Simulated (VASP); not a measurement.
# Gd6N (F-43m) in VASP: single point with PBE

Aim: the single point of Gd6N with PBE.

Program: VASP 6.6.1. These are calculated values, not measurements. Logs are shortened: lines on timing, memory, paths and dates and some standing lists are left out, and cuts for length are marked.

## 1. The cell of the first run

The typed cell holds 7 atoms: a = 6.573 Å, b = 6.573 Å, c = 6.573 Å, α = 60.00°, β = 60.00°, γ = 60.00°.

The cell was built from a structure type or drawn by symmetry, and may not be a known phase.

## 2. Single point, PBE, collinear spin, ferromagnetic start

Input file INCAR:

```
  PREC = Accurate
  ENCUT = 520
  EDIFF = 1E-6
  ISMEAR = 0
  SIGMA = 0.2
  LREAL = False
  LASPH = True
  NELM = 150
  ALGO = Normal
  ISIF = 2
  LWAVE = False
  LCHARG = False
  ISPIN = 2
  MAGMOM = 7 7 7 7 7 7 0
  LORBIT = 11
  LMAXMIX = 6
  GGA = PE
  NBANDS = 70
```

Input file KPOINTS:

```
Automatic mesh
0
Gamma
  3 3 3
```

Input file POSCAR:

```
Gd6N
1.0
    0.0000000000      4.6475378971      4.6475378971
    4.6475378971      0.0000000000      4.6475378971
    4.6475378971      4.6475378971      0.0000000000
Gd N
6 1
Direct
    0.0002948747      0.4997051253      0.4997051253
    0.4997051253      0.0002948747      0.0002948747
    0.4997051253      0.0002948747      0.4997051253
    0.0002948747      0.4997051253      0.0002948747
    0.4997051253      0.4997051253      0.0002948747
    0.0002948747      0.0002948747      0.4997051253
    0.5000000000      0.5000000000      0.5000000000
```

Potentials or basis: VASP PAW PBE potentials, release 64 (Gd, N).

Run with:

```console
cat potpaw_PBE.64/Gd/POTCAR potpaw_PBE.64/N/POTCAR > POTCAR
mpirun -np 1 vasp_std > vasp.out
```

OUTCAR:

```text
PREC = Accurate
   ENCUT = 520
   EDIFF = 1E-6
   ISMEAR = 0
   LREAL = False
   LASPH = True
   NELM = 150
   ISIF = 2
   ISPIN = 2
   LORBIT = 11
   GGA = PE

 ion  position               nearest neighbor table
   1  0.000  0.500  0.500-   3 3.28   4 3.28   5 3.28   6 3.28   6 3.29   4 3.29   3 3.29   5 3.29

   2  0.500  0.000  0.000-   3 3.28   4 3.28   5 3.28   6 3.28   6 3.29   4 3.29   3 3.29   5 3.29

   3  0.500  0.000  0.500-   1 3.28   2 3.28   5 3.28   6 3.28   1 3.29   2 3.29   6 3.29   5 3.29

   4  0.000  0.500  0.000-   1 3.28   2 3.28   5 3.28   6 3.28   6 3.29   1 3.29   2 3.29   5 3.29

   5  0.500  0.500  0.000-   1 3.28   2 3.28   3 3.28   4 3.28   4 3.29   1 3.29   2 3.29   3 3.29

   6  0.000  0.000  0.500-   1 3.28   2 3.28   3 3.28   4 3.28   4 3.29   1 3.29   2 3.29   3 3.29

   7  0.500  0.500  0.500-

  LATTYP: Found a face centered cubic cell.
 ALAT       =     9.2950757942

  Lattice vectors:

 A1 = (   0.0000000000,   4.6475378971,   4.6475378971)
 A2 = (   4.6475378971,   0.0000000000,   4.6475378971)
 A3 = (   4.6475378971,   4.6475378971,   0.0000000000)

Analysis of symmetry for initial positions (statically):
=====================================================================
 Subroutine PRICEL returns:
 Original cell was already a primitive cell.

 Routine SETGRP: Setting up the symmetry group for a
 face centered cubic supercell.

 Subroutine GETGRP returns: Found 24 space group operations
 (whereof 24 operations were pure point group operations)
 out of a pool of 48 trial point group operations.

The static configuration has the point symmetry T_d .

Analysis of symmetry for dynamics (positions and initial velocities):
=====================================================================
 Subroutine PRICEL returns:
 Original cell was already a primitive cell.

 Routine SETGRP: Setting up the symmetry group for a
 face centered cubic supercell.

 Subroutine GETGRP returns: Found 24 space group operations
 (whereof 24 operations were pure point group operations)
 out of a pool of 48 trial point group operations.

The dynamic configuration has the point symmetry T_d .

Analysis of structural, dynamic, and magnetic symmetry:
=====================================================================
 Subroutine PRICEL returns:
 Original cell was already a primitive cell.

 Routine SETGRP: Setting up the symmetry group for a
 face centered cubic supercell.

 Subroutine GETGRP returns: Found 24 space group operations
 (whereof 24 operations were pure point group operations)
 out of a pool of 48 trial point group operations.

The overall configuration has the point symmetry T_d .

 Subroutine INISYM returns: Found 24 space group operations
 (whereof 24 operations are pure point group operations),
 and found     1 'primitive' translations

----------------------------------------------------------------------------------------

                                     Primitive cell

  volume of cell :     200.7700

  direct lattice vectors                    reciprocal lattice vectors
     0.000000000  4.647537897  4.647537897    -0.107583846  0.107583846  0.107583846
     4.647537897  0.000000000  4.647537897     0.107583846 -0.107583846  0.107583846
     4.647537897  4.647537897  0.000000000     0.107583846  0.107583846 -0.107583846

  length of vectors
     6.572611126  6.572611126  6.572611126     0.186340687  0.186340687  0.186340687

  position of ions in fractional coordinates (direct lattice)
     0.000294875  0.499705125  0.499705125
     0.499705125  0.000294875  0.000294875
     0.499705125  0.000294875  0.499705125
[... 39 lines left out ...]
 Found      4 irreducible k-points:

 Following reciprocal coordinates:
            Coordinates               Weight
  0.000000  0.000000  0.000000      1.000000
  0.333333  0.000000  0.000000      8.000000
  0.333333  0.333333  0.000000      6.000000
 -0.333333  0.333333  0.000000     12.000000
   k-points           NKPTS =      4   k-points in BZ     NKDIM =      4   number of bands    NBANDS=     70
   number of dos      NEDOS =    301   number of ions     NIONS =      7
   total plane-waves  NPLWV = 125000
   dimension x,y,z NGX =    50 NGY =   50 NGZ =   50
   dimension x,y,z NGXF=   100 NGYF=  100 NGZF=  100
   ions per type =               6   1
   NGX,Y,Z   is equivalent  to a cutoff of  12.65, 12.65, 12.65 a.u.
   NGXF,Y,Z  is equivalent  to a cutoff of  25.29, 25.29, 25.29 a.u.
 SYSTEM =  unknown system
   PREC   = accura    normal or accurate (medium, high low for compatibility)
   ISTART =      0    job   : 0-new  1-cont  2-samecut
   ICHARG =      2    charge: 1-file 2-atom 10-const
   ISPIN  =      2    spin polarized calculation?
   LNONCOLLINEAR =      F non collinear calculations
   LSORBIT =      F    spin-orbit coupling
   LASPH  =      T    aspherical Exc in radial PAW
   ENCUT  =  520.0 eV  38.22 Ry    6.18 a.u.  12.22 12.22 12.22*2*pi/ulx,y,z
   NELM   =    150;   NELMIN=  2; NELMDL= -5     # of ELM steps
   EDIFF  = 0.1E-05   stopping-criterion for ELM
   LREAL  =      F    real-space projection
   EDIFFG = 0.1E-04   stopping-criterion for IOM
   NSW    =      0    number of steps for IOM
   IBRION =     -1    ionic relax: 0-MD 1-quasi-New 2-CG
   NFREE  =      0    steps in history (QN), initial steepest desc. (CG)
   ISIF   =      2    stress and relaxation
   ISYM   =      2    0-nonsym 1-usesym 2-fastsym
   POTIM  = 0.5000    time-step for ionic-motion
   TEBEG  =    0.0;   TEEND  =   0.0 temperature during run
   PSTRESS=    0.0 pullay stress
   NELECT =     113.0000    total number of electrons
   NUPDOWN=      -1.0000    fix difference up-down
   EMIN   =  10.00;   EMAX   =-10.00  energy-range for DOS
   EFERMI =   0.00;   METHOD = LEGACY
   ISMEAR =     0;   SIGMA  =   0.20  broadening in eV -4-tet -1-fermi 0-gaus
   EFERMI_NEDOS =   21; number of points for ismear=-14 and -15
   IALGO  =     38    algorithm
   IMIX   =      4    mixing-type and parameters
     AMIX     =   0.40;   BMIX     =  1.00
     AMIX_MAG =   1.60;   BMIX_MAG =  1.00
  volume/ion in A,a.u.               =      28.68       193.55
  Fermi-wavevector in a.u.,A,eV,Ry     =   1.351662  2.554270 24.857703  1.826990
  Thomas-Fermi vector in A             =   2.479065
   LORBIT       =     11    0 simple, 1 ext, 2 COOP (PROOUT), +10 PAW based schemes
   GGA     = PE    functional components
   LHFCALC =     F    Hartree Fock is set to
   AEXX    =    0.0000 exact exchange contribution
   IVDW    =     0    specifies the selected vdW correction
   LEPSILON=     F    determine dielectric tensor
   LRPA    =     F    only Hartree local field effects (RPA)
 spin polarized calculation
 Gauss-broadening in eV      SIGMA  =   0.20
  energy-cutoff  :      520.00
  volume of cell :      200.77
 maximum number of plane-waves:      5425
 NGX is ok and might be reduce to    50
   NGX = 25   NGY = 25   NGZ = 25

 number of electron     113.0000049 magnetization      27.0000058

 Free energy of the ion-electron system (eV)
  ---------------------------------------------------
  ext. energy  EPLUGINS =         0.00000000
  ---------------------------------------------------
  free energy    TOTEN  =       -65.38376692 eV

  energy without entropy =      -65.20043300  energy(sigma->0) =      -65.29209996

 E-fermi :   3.9646     XC(G=0):  -9.9303

 val. band max:        3.8880828993   @ k =  -0.3333   0.3333   0.0000
 cond. band min:       4.0085115331   @ k =  -0.3333   0.3333   0.0000
 fundamental gap:      0.1204286338
 Fermi energy:         3.9646052254

 spin component 1

 k-point     1 :       0.0000    0.0000    0.0000
  band No.  band energies     occupation
      1     -41.2162      1.00000
      2     -41.0867      1.00000
      3     -41.0867      1.00000
      4     -41.0867      1.00000
      5     -41.0236      1.00000
      6     -41.0236      1.00000
[... 273 lines left out ...]
     67      -0.0597      1.00000
     68       0.6929      1.00000
 Fermi energy:         3.9646052254

 spin component 2

 k-point     1 :       0.0000    0.0000    0.0000
  band No.  band energies     occupation
      1     -38.6910      1.00000
      2     -38.5124      1.00000
      3     -38.5124      1.00000
      4     -38.5124      1.00000
      5     -38.4259      1.00000
      6     -38.4259      1.00000
[... 273 lines left out ...]
     67       4.6745      0.00000
     68       4.6810      0.00000
 [bands above 68 left out]

------------------------ aborting loop because EDIFF is reached ----------------------------------------

  FORCE on cell =-STRESS in cart. coord.  units (eV):
  Direction    XX          YY          ZZ          XY          YZ          ZX
  --------------------------------------------------------------------------------------
  -------------------------------------------------------------------------------------
  Total        5.3354699      5.3354699      5.3354699      0.0000000      0.0000000     -0.0000000
  in kB       42.5779201     42.5779201     42.5779201      0.0000000      0.0000000     -0.0000000
  external PRESSURE =      42.5779201 kB  Pullay stress =       0.0000000 kB

 VOLUME and BASIS-vectors are now :
 -----------------------------------------------------------------------------
  energy-cutoff  :      520.00
  volume of cell :      200.77
      direct lattice vectors                 reciprocal lattice vectors
     0.000000000  4.647537897  4.647537897    -0.107583846  0.107583846  0.107583846
     4.647537897  0.000000000  4.647537897     0.107583846 -0.107583846  0.107583846
     4.647537897  4.647537897  0.000000000     0.107583846  0.107583846 -0.107583846

 POSITION                                       TOTAL-FORCE (eV/Angst)
 -----------------------------------------------------------------------------------
      4.64480      2.32377      2.32377         0.034868      0.000000      0.000000
      0.00274      2.32377      2.32377        -0.034868      0.000000      0.000000
      2.32377      4.64480      2.32377         0.000000      0.034868      0.000000
      2.32377      0.00274      2.32377         0.000000     -0.034868      0.000000
      2.32377      2.32377      4.64480         0.000000      0.000000      0.034868
      2.32377      2.32377      0.00274         0.000000      0.000000     -0.034868
      4.64754      4.64754      4.64754         0.000000      0.000000      0.000000
 -----------------------------------------------------------------------------------
    total drift:                               -0.000000     -0.000000     -0.000000

  FREE ENERGIE OF THE ION-ELECTRON SYSTEM (eV)
  ---------------------------------------------------
  free  energy   TOTEN  =       -65.3837669231 eV

  energy  without entropy=      -65.2004330029  energy(sigma->0) =      -65.29209996

 total charge

# of ion       s       p       d       f       tot
--------------------------------------------------
    1        2.043   5.546   0.623   7.191  15.402
    2        2.043   5.546   0.623   7.191  15.402
    3        2.043   5.546   0.623   7.191  15.402
    4        2.043   5.546   0.623   7.191  15.402
    5        2.043   5.546   0.623   7.191  15.402
    6        2.043   5.546   0.623   7.191  15.402
    7        1.321   2.027   0.000   0.000   3.347
--------------------------------------------------
tot         13.577  35.301   3.740  43.143  95.762

 magnetization (x)

# of ion       s       p       d       f       tot
--------------------------------------------------
    1       -0.051  -0.122  -0.557   6.547   5.817
    2       -0.051  -0.122  -0.557   6.547   5.817
    3       -0.051  -0.122  -0.557   6.547   5.817
    4       -0.051  -0.122  -0.557   6.547   5.817
    5       -0.051  -0.122  -0.557   6.547   5.817
    6       -0.051  -0.122  -0.557   6.547   5.817
    7       -0.052  -0.539   0.000   0.000  -0.591
--------------------------------------------------
tot         -0.355  -1.271  -3.344  39.279  34.309
```

Run time: 15 min. Hardware: 1 thread of Intel Xeon Platinum 8488C (Sapphire Rapids), shared host; peak memory 0.5 GiB.

What came out:

```
Free energy                                           : -65.3838 eV
Pressure                                              : 4.3 GPa
Largest force                                         : 0.035 eV/Å
Net moment                                            : 27.00 μB per cell
Site moments                                          : Gd +5.82; N -0.59 μB
Valence electrons inside the program's atomic spheres : Gd 15.40; N 3.35
```

Forces on the atoms (eV/Å):
```
Gd   0.035  0.000  0.000
Gd  -0.035  0.000  0.000
Gd   0.000  0.035  0.000
Gd   0.000 -0.035  0.000
Gd   0.000  0.000  0.035
Gd   0.000  0.000 -0.035
N    0.000  0.000  0.000
```

Levels at points of the mesh, in eV from the Fermi level:
Spin up:
```tsv
k point	band 67	band 68	band 69	band 70
(0.00, 0.00, 0.00)	-4.01	-4.00	-2.51	-2.11
```
Spin down:
```csv
k point,band 39,band 40,band 41,band 42,band 43,band 44,band 45,band 46
"(0.00, 0.00, 0.00)",-1.36,-0.14,0.18,0.22,0.22,0.22,0.40,0.40
```

Caveat: the k points lie up to 0.39 Å⁻¹ apart; the highest band is partly filled, so the run has too few bands; spin-orbit coupling is left out, which moves the levels of the heavy elements; semilocal functionals describe open f shells poorly, which spoils levels, moments and volumes. The state reached can hang on the start; a lower one may exist.
